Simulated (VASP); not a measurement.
# Si3O2: single point with PBE

The system is Si3O2.

```
CELL_PARAMETERS angstrom
2.71633 0.00000 0.00000
-1.35817 2.35241 0.00000
0.00000 0.00000 24.47100
ATOMIC_POSITIONS crystal
Si 0.00000 0.00000 0.25000
Si 0.00000 0.00000 0.75000
Si 0.33333 0.66667 0.96030
Si 0.66667 0.33333 0.46030
Si 0.33333 0.66667 0.53970
Si 0.66667 0.33333 0.03970
O 0.33333 0.66667 0.07920
O 0.66667 0.33333 0.57920
O 0.33333 0.66667 0.42080
O 0.66667 0.33333 0.92080
```

```json
{
  "Program": "VASP 6.6.1",
  "Task": "single point",
  "Functional": "PBE",
  "Potentials or basis": "VASP PAW PBE potentials, release 64 (Si, O)",
  "Cutoff": "520 eV",
  "k mesh": "6 × 6 × 2",
  "Occupations": "gaussian, width 0.1 eV",
  "Spin": "no spin polarisation"
}
```

```
Pressure               : 0.2 GPa
Largest force          : 0.029 eV/Å
Band gap on the k mesh : zero (band 24 reaches 6.39 eV, above the bottom of band 25 at 3.41 eV)
```

Forces on the atoms (eV/Å):
```
Si   0.000  0.000  0.000
Si   0.000  0.000  0.000
Si   0.000  0.000  0.018
Si   0.000  0.000  0.018
Si   0.000  0.000 -0.018
Si   0.000  0.000 -0.018
O    0.000  0.000  0.029
O    0.000  0.000  0.029
O    0.000  0.000 -0.029
O    0.000  0.000 -0.029
```

Levels at points of the mesh, in eV from the Fermi level:
| k point | band 22 | band 23 | band 24 | band 25 | band 26 | band 27 |
| --- | --- | --- | --- | --- | --- | --- |
| (0.00, 0.00, 0.00) | -2.71 | -0.65 | -0.55 | 2.13 | 2.23 | 3.93 |
| (0.50, 0.00, 0.00) | -4.38 | -3.80 | -3.80 | 1.36 | 1.36 | 2.15 |
| (0.00, 0.00, 0.50) | -2.74 | -0.60 | -0.60 | 2.18 | 2.18 | 3.98 |
| (0.50, 0.00, 0.50) | -4.38 | -3.80 | -3.80 | 1.36 | 1.36 | 2.16 |

Run time: 94 s on 1 thread of Intel(R) Xeon(R) Platinum 8488C (Sapphire Rapids) (shared host), peak memory 0.27 GiB.

Caveat: the k points lie up to 0.45 Å⁻¹ apart.
